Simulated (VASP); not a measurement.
Ga2BAs3: single point with PBE

Ga2BAs3:

```
Ga B As
1.0
     5.74298   -3.31277    0.00000
     5.74298    3.31277    0.00000
     0.00000    0.00000    6.26807
Ga B As
4 2 6
Direct
  0.49470 0.82678 0.99655
  0.50530 0.17322 0.49655
  0.17322 0.50530 0.99655
  0.82678 0.49470 0.49655
  0.14820 0.85180 0.50206
  0.85180 0.14820 0.00206
  0.15867 0.54561 0.60411
  0.45439 0.84133 0.60411
  0.86564 0.13436 0.65734
  0.54561 0.15867 0.10411
  0.84133 0.45439 0.10411
  0.13436 0.86564 0.15734
```

```json
{"Program": "VASP 6.6.1", "Task": "single point", "Functional": "PBE", "Potentials or basis": "VASP PAW PBE potentials, release 64 (Ga_d, B, As)", "Cutoff": "520 eV", "k mesh": "6 × 6 × 6", "Occupations": "gaussian, width 0.02 eV", "Spin": "no spin polarisation"}
```

- Pressure: 0.3 GPa
- Largest force: 0.017 eV/Å
- Band gap on the k mesh: 0.66 eV

Forces on the atoms (eV/Å):
```
Ga   0.000 -0.001  0.000
Ga   0.000  0.001  0.000
Ga   0.000 -0.001  0.000
Ga   0.000  0.001  0.000
B    0.000  0.008 -0.012
B    0.000 -0.008 -0.012
As  -0.015 -0.007  0.005
As   0.015 -0.007  0.005
As   0.000  0.010  0.003
As  -0.015  0.007  0.005
As   0.015  0.007  0.005
As   0.000 -0.010  0.003
```

Levels at points of the mesh, in eV from the valence-band top:
```csv
k point,band 42,band 43,band 44,band 45,band 46,band 47
"(0.00, 0.00, 0.00)",-0.23,-0.05,0.00,0.66,1.15,2.04
"(0.50, 0.00, 0.00)",-1.41,-1.28,-1.05,0.98,2.16,2.74
"(0.50, 0.50, 0.00)",-1.40,-1.23,-0.91,0.99,1.97,2.62
"(0.00, 0.00, 0.50)",-0.87,-0.74,-0.74,1.48,1.48,1.93
"(0.50, 0.00, 0.50)",-1.89,-1.69,-1.69,1.19,1.19,2.55
"(0.50, 0.50, 0.50)",-2.03,-1.73,-1.73,1.34,1.34,2.38
```

Wall time 19 min on 1 thread of Oxide Virtual Turin-like Processor, on a shared host, peak memory 0.66 GiB.

A k mesh can miss the band edges.
